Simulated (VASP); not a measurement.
# GaW (P6_3/mmc) in VASP: further runs

Runs on GaW. Level: PBE. Tasks: single point.

Everything below comes from runs of VASP 6.6.1. Logs are shortened: lines on timing, memory, paths and dates and some standing lists are left out, and cuts for length are marked.

## (1) The cell of the first run

The structure is hexagonal, space group P6_3/mmc (No. 194). The conventional cell has a = 4.378 Å, b = 4.378 Å, c = 5.001 Å, α = 90.00°, β = 90.00°, γ = 120.00°. Ga (site symmetry -6m2) has 5 W at 2.50 to 2.53 Å within 3.3 Å. W (site symmetry -6m2) has 5 Ga at 2.50 to 2.53 Å within 3.3 Å.

## (2) Single point, PBE

The input, INCAR:

```
SYSTEM = GaW
PREC     = Accurate       ! precision mode
ENCUT    = 520            ! plane-wave cutoff, eV
EDIFF    = 1E-7           ! SCF threshold, eV
ISMEAR   = 0              ! smearing method
SIGMA    = 0.1            ! smearing width, eV
LREAL    = .False.        ! projectors in reciprocal space
LASPH    = .True.         ! aspherical terms in the spheres
NELM     = 100            ! most SCF steps
ALGO     = Fast           ! electronic algorithm
ISIF     = 2              ! what is computed and relaxed
LWAVE    = .False.        ! write WAVECAR
LCHARG   = .False.        ! write CHGCAR
GGA      = PE             ! functional
NBANDS   = 35             ! bands
```

The input, KPOINTS:

```
Automatic mesh
0
Gamma
  6 6 4
  0 0 0
```

The input, POSCAR:

```
GaW
1.0
    4.3778858150     -0.0000000001      0.0000000000
   -2.1889429075      3.7913603307      0.0000000000
    0.0000000000      0.0000000000      5.0010968132
Ga W
2 2
Direct
    0.3333333333      0.6666666667     -0.0589467619
    0.6666666667      0.3333333333      0.4410532381
    0.3333333333      0.6666666667      0.4410467619
    0.6666666667      0.3333333333      0.9410467619
```

Potentials or basis: VASP PAW PBE potentials, release 64 (Ga_d, W_sv).

Run with:

```sh
> cat potpaw_PBE.64/Ga_d/POTCAR potpaw_PBE.64/W_sv/POTCAR > POTCAR
> mpirun -np 1 vasp_std > vasp.out
```

OUTCAR:

```text
SYSTEM = GaW
   PREC = Accurate
   ENCUT = 520
   EDIFF = 1E-7
   ISMEAR = 0
   LREAL = .False.
   LASPH = .True.
   NELM = 100
   ISIF = 2
   GGA = PE

 ion  position               nearest neighbor table
   1  0.333  0.667  0.941-   3 2.50   3 2.50   4 2.53   4 2.53   4 2.53
   2  0.667  0.333  0.441-   4 2.50   4 2.50   3 2.53   3 2.53   3 2.53
   3  0.333  0.667  0.441-   1 2.50   1 2.50   2 2.53   2 2.53   2 2.53
   4  0.667  0.333  0.941-   2 2.50   2 2.50   1 2.53   1 2.53   1 2.53

  LATTYP: Found a hexagonal cell.
 ALAT       =     4.3778858150
 C/A-ratio  =     1.1423543291

  Lattice vectors:

 A1 = (   4.3778858150,  -0.0000000001,   0.0000000000)
 A2 = (  -2.1889429075,   3.7913603307,   0.0000000000)
 A3 = (   0.0000000000,   0.0000000000,   5.0010968132)

Analysis of symmetry for initial positions (statically):
=====================================================================
 Subroutine PRICEL returns:
 Original cell was already a primitive cell.

 Routine SETGRP: Setting up the symmetry group for a
 hexagonal supercell.

 Subroutine GETGRP returns: Found 12 space group operations
 (whereof  6 operations were pure point group operations)
 out of a pool of 24 trial point group operations.

The static configuration has the point symmetry C_3v.
 The point group associated with its full space group is C_6v.

Analysis of symmetry for dynamics (positions and initial velocities):
=====================================================================
 Subroutine PRICEL returns:
 Original cell was already a primitive cell.

 Routine SETGRP: Setting up the symmetry group for a
 hexagonal supercell.

 Subroutine GETGRP returns: Found 12 space group operations
 (whereof  6 operations were pure point group operations)
 out of a pool of 24 trial point group operations.

The dynamic configuration has the point symmetry C_3v.
 The point group associated with its full space group is C_6v.

 Subroutine INISYM returns: Found 12 space group operations
 (whereof  6 operations are pure point group operations),
 and found     1 'primitive' translations

----------------------------------------------------------------------------------------

                                     Primitive cell

  volume of cell :      83.0089

  direct lattice vectors                    reciprocal lattice vectors
     4.377885815 -0.000000000  0.000000000     0.228420759  0.131878787  0.000000000
    -2.188942907  3.791360331  0.000000000     0.000000000  0.263757573  0.000000000
     0.000000000  0.000000000  5.001096813     0.000000000  0.000000000  0.199956137

  length of vectors
     4.377885815  4.377885815  5.001096813     0.263757573  0.263757573  0.199956137

  position of ions in fractional coordinates (direct lattice)
     0.333333333  0.666666667  0.941053238
     0.666666667  0.333333333  0.441053238
     0.333333333  0.666666667  0.441046762
     0.666666667  0.333333333  0.941046762

  ion indices of the primitive-cell ions
   primitive index   ion index
                 1           1
                 2           2
                 3           3
                 4           4

----------------------------------------------------------------------------------------

 KPOINTS: Automatic mesh

Automatic generation of k-mesh.
 Grid dimensions read from file:
 generate k-points for:    6    6    4

 Generating k-lattice:

  Cartesian coordinates                     Fractional coordinates (reciprocal lattice)
     0.038070126  0.021979798  0.000000000     0.166666667 -0.000000000  0.000000000
     0.000000000  0.043959596  0.000000000     0.000000000  0.166666667  0.000000000
     0.000000000  0.000000000  0.049989034     0.000000000  0.000000000  0.250000000

  Length of vectors
     0.043959596  0.043959596  0.049989034

  Shift w.r.t. Gamma in fractional coordinates (k-lattice)
     0.000000000  0.000000000  0.000000000

 Subroutine IBZKPT returns following result:
 ===========================================

 Found     21 irreducible k-points:

 Following reciprocal coordinates:
            Coordinates               Weight
  0.000000  0.000000  0.000000      1.000000
  0.166667  0.000000  0.000000      6.000000
  0.333333  0.000000  0.000000      6.000000
  0.500000  0.000000  0.000000      3.000000
  0.166667  0.166667  0.000000      6.000000
  0.333333  0.166667  0.000000     12.000000
[... 13 lines left out ...]
  0.333333  0.166667  0.500000     12.000000
  0.333333  0.333333  0.500000      2.000000
   k-points           NKPTS =     21   k-points in BZ     NKDIM =     21   number of bands    NBANDS=     35
   number of dos      NEDOS =    301   number of ions     NIONS =      4
   total plane-waves  NPLWV =  51840
   dimension x,y,z NGX =    36 NGY =   36 NGZ =   40
   dimension x,y,z NGXF=    72 NGYF=   72 NGZF=   80
   ions per type =               2   2
   NGX,Y,Z   is equivalent  to a cutoff of  13.67, 13.67, 13.30 a.u.
   NGXF,Y,Z  is equivalent  to a cutoff of  27.34, 27.34, 26.59 a.u.
 SYSTEM =  GaW
   PREC   = accura    normal or accurate (medium, high low for compatibility)
   ISTART =      0    job   : 0-new  1-cont  2-samecut
   ICHARG =      2    charge: 1-file 2-atom 10-const
   ISPIN  =      1    spin polarized calculation?
   LNONCOLLINEAR =      F non collinear calculations
   LSORBIT =      F    spin-orbit coupling
   LASPH  =      T    aspherical Exc in radial PAW
   ENCUT  =  520.0 eV  38.22 Ry    6.18 a.u.   8.14  8.14  9.30*2*pi/ulx,y,z
   NELM   =    100;   NELMIN=  2; NELMDL= -5     # of ELM steps
   EDIFF  = 0.1E-06   stopping-criterion for ELM
   LREAL  =      F    real-space projection
   EDIFFG = 0.1E-05   stopping-criterion for IOM
   NSW    =      0    number of steps for IOM
   IBRION =     -1    ionic relax: 0-MD 1-quasi-New 2-CG
   NFREE  =      0    steps in history (QN), initial steepest desc. (CG)
   ISIF   =      2    stress and relaxation
   ISYM   =      2    0-nonsym 1-usesym 2-fastsym
   POTIM  = 0.5000    time-step for ionic-motion
   TEBEG  =    0.0;   TEEND  =   0.0 temperature during run
   PSTRESS=    0.0 pullay stress
   NELECT =      54.0000    total number of electrons
   NUPDOWN=      -1.0000    fix difference up-down
   EMIN   =  10.00;   EMAX   =-10.00  energy-range for DOS
   EFERMI =   0.00;   METHOD = LEGACY
   ISMEAR =     0;   SIGMA  =   0.10  broadening in eV -4-tet -1-fermi 0-gaus
   EFERMI_NEDOS =   21; number of points for ismear=-14 and -15
   IALGO  =     68    algorithm
   IMIX   =      4    mixing-type and parameters
     AMIX     =   0.40;   BMIX     =  1.00
     AMIX_MAG =   1.60;   BMIX_MAG =  1.00
  volume/ion in A,a.u.               =      20.75       140.04
  Fermi-wavevector in a.u.,A,eV,Ry     =   1.418506  2.680588 27.377088  2.012159
  Thomas-Fermi vector in A             =   2.539624
   LORBIT       =      0    0 simple, 1 ext, 2 COOP (PROOUT), +10 PAW based schemes
   GGA     = PE    functional components
   LHFCALC =     F    Hartree Fock is set to
   AEXX    =    0.0000 exact exchange contribution
   IVDW    =     0    specifies the selected vdW correction
   LEPSILON=     F    determine dielectric tensor
   LRPA    =     F    only Hartree local field effects (RPA)
 non-spin polarized calculation
 RMM-DIIS sequential band-by-band and
 Gauss-broadening in eV      SIGMA  =   0.10
  energy-cutoff  :      520.00
  volume of cell :       83.01
 maximum number of plane-waves:      2257
 NGX is ok and might be reduce to    36
   NGX = 17   NGY = 17   NGZ = 19

 number of electron      53.9999995 magnetization

 Free energy of the ion-electron system (eV)
  ---------------------------------------------------
  ext. energy  EPLUGINS =         0.00000000
  ---------------------------------------------------
  free energy    TOTEN  =       -26.60763120 eV

  energy without entropy =      -26.58862908  energy(sigma->0) =      -26.59813014

 E-fermi :   5.6429     XC(G=0): -11.0165

 val. band max:        5.6368784129   @ k =   0.5000   0.0000   0.0000
 cond. band min:       5.7076485530   @ k =   0.1667   0.0000   0.2500
 fundamental gap:      0.0707701401
 Fermi energy:         5.6429393884

 k-point     1 :       0.0000    0.0000    0.0000
  band No.  band energies     occupation
      1     -68.4859      2.00000
      2     -68.4809      2.00000
      3     -32.7331      2.00000
      4     -32.7331      2.00000
      5     -32.6966      2.00000
      6     -32.6966      2.00000
[... 27 lines left out ...]
     34      10.9618      0.00000
     35      12.1496      0.00000

 k-point     2 :       0.1667    0.0000    0.0000
  band No.  band energies     occupation
      1     -68.4855      2.00000
      2     -68.4812      2.00000
      3     -32.7348      2.00000
      4     -32.7334      2.00000
      5     -32.7000      2.00000
      6     -32.6955      2.00000
[... 27 lines left out ...]
     34      10.9215      0.00000
     35      11.9093      0.00000

 k-point     3 :       0.3333    0.0000    0.0000
  band No.  band energies     occupation
      1     -68.4847      2.00000
      2     -68.4819      2.00000
      3     -32.7379      2.00000
      4     -32.7336      2.00000
      5     -32.7072      2.00000
      6     -32.6937      2.00000
[... 27 lines left out ...]
     34       9.9050      0.00000
     35      10.5806      0.00000
[... 609 lines left out ...]
 k-point    20 :       0.3333    0.1667    0.5000
  band No.  band energies     occupation
      1     -68.4833      2.00000
      2     -68.4833      2.00000
      3     -32.7344      2.00000
      4     -32.7344      2.00000
      5     -32.7173      2.00000
      6     -32.7173      2.00000
[... 27 lines left out ...]
     34       9.1971      0.00000
     35      13.5949      0.00000

 k-point    21 :       0.3333    0.3333    0.5000
  band No.  band energies     occupation
      1     -68.4833      2.00000
      2     -68.4833      2.00000
      3     -32.7356      2.00000
      4     -32.7356      2.00000
      5     -32.7186      2.00000
      6     -32.7186      2.00000
[... 27 lines left out ...]
     34       8.4071      0.00000
     35      14.6395      0.00000

------------------------ aborting loop because EDIFF is reached ----------------------------------------

  FORCE on cell =-STRESS in cart. coord.  units (eV):
  Direction    XX          YY          ZZ          XY          YZ          ZX
  --------------------------------------------------------------------------------------
  -------------------------------------------------------------------------------------
  Total        0.1834052      0.1834052      0.2497427     -0.0000000      0.0000000      0.0000000
  in kB        3.5399522      3.5399522      4.8203508     -0.0000000      0.0000000      0.0000000
  external PRESSURE =       3.9667517 kB  Pullay stress =       0.0000000 kB

 VOLUME and BASIS-vectors are now :
 -----------------------------------------------------------------------------
  energy-cutoff  :      520.00
  volume of cell :       83.01
      direct lattice vectors                 reciprocal lattice vectors
     4.377885815 -0.000000000  0.000000000     0.228420759  0.131878787  0.000000000
    -2.188942907  3.791360331  0.000000000     0.000000000  0.263757573  0.000000000
     0.000000000  0.000000000  5.001096813     0.000000000  0.000000000  0.199956137

 POSITION                                       TOTAL-FORCE (eV/Angst)
 -----------------------------------------------------------------------------------
     -0.00000      2.52757      4.70630         0.000000     -0.000000     -0.000467
      2.18894      1.26379      2.20575        -0.000000      0.000000     -0.000467
     -0.00000      2.52757      2.20572         0.000000      0.000000      0.000467
      2.18894      1.26379      4.70627         0.000000      0.000000      0.000467
 -----------------------------------------------------------------------------------
    total drift:                               -0.000000      0.000000      0.000532

  FREE ENERGIE OF THE ION-ELECTRON SYSTEM (eV)
  ---------------------------------------------------
  free  energy   TOTEN  =       -26.6076312013 eV

  energy  without entropy=      -26.5886290817  energy(sigma->0) =      -26.59813014
```

Wall time 3.5 min (1 thread of Oxide Virtual Turin-like, shared host); peak memory 0.2 GiB.

Results:

```yaml
Free_energy: -26.6076 eV
Pressure: 0.4 GPa
Band_gap_on_the_k_mesh: zero (band 27 reaches 6.47 eV, above the bottom of band 28 at 5.29 eV)
```

Caveat: spin-orbit coupling is left out, which moves the levels of the heavy elements.

## (3) Single point, PBE

The input, INCAR:

```
ALGO     = Fast           # electronic algorithm
EDIFF    = 1E-7           # SCF threshold, eV
ENCUT    = 520            # plane-wave cutoff, eV
GGA      = PE             # functional
ISIF     = 2              # what is computed and relaxed
ISMEAR   = 0              # smearing method
LASPH    = True           # aspherical terms in the spheres
LCHARG   = True           # write CHGCAR
LELF     = True           # ELF
LREAL    = False          # projectors in reciprocal space
LVHAR    = True         
LWAVE    = False          # write WAVECAR
NBANDS   = 35             # bands
NELM     = 80             # most SCF steps
PREC     = Accurate       # precision mode
SIGMA    = 0.1            # smearing width, eV
```

The input, KPOINTS:

```
k-points
0
Gamma
  12 12 10
```

The input, POSCAR:

```
GaW
1.0
    4.3815878173      0.0000000000      0.0000000000
   -2.1907939086      3.7945663587      0.0000000000
    0.0000000000      0.0000000000      5.0006576409
Ga W
2 2
Direct
    0.3333333333      0.6666666667      0.7500000000
    0.6666666667      0.3333333333      0.2500000000
    0.3333333333      0.6666666667      0.2500000000
    0.6666666667      0.3333333333      0.7500000000
```

Potentials or basis: VASP PAW PBE potentials, release 64 (Ga_d, W_sv).

Run with:

```sh
> cat potpaw_PBE.64/Ga_d/POTCAR potpaw_PBE.64/W_sv/POTCAR > POTCAR
> mpirun -np 1 vasp_std > vasp.out
```

Wall time 11 min (1 thread of Oxide Virtual Turin-like, shared host); peak memory 0.38 GiB.

Results (log left out):

| Item | Value |
| --- | --- |
| Free energy | -26.6026 eV |
| Pressure | 0.3 GPa |
| Band gap on the k mesh | zero (band 27 reaches 6.46 eV, above the bottom of band 28 at 5.23 eV) |

Stress tensor (GPa, compression positive):
```
0.22 0.00 0.00
0.00 0.22 0.00
0.00 0.00 0.39
```

Levels at points of the mesh, in eV from the Fermi level:
| k point | band 25 | band 26 | band 27 | band 28 | band 29 | band 30 |
| --- | --- | --- | --- | --- | --- | --- |
| (0.00, 0.00, 0.00) | -1.61 | -0.99 | -0.99 | 0.21 | 0.95 | 0.95 |
| (0.50, 0.00, 0.00) | -1.34 | -1.23 | -0.29 | -0.06 | 0.72 | 0.93 |
| (0.00, 0.00, 0.50) | -2.54 | -2.54 | 0.77 | 0.77 | 0.77 | 0.77 |
| (0.50, 0.00, 0.50) | -1.81 | -1.81 | 0.06 | 0.06 | 0.42 | 0.42 |

Caveat: spin-orbit coupling is left out, which moves the levels of the heavy elements.
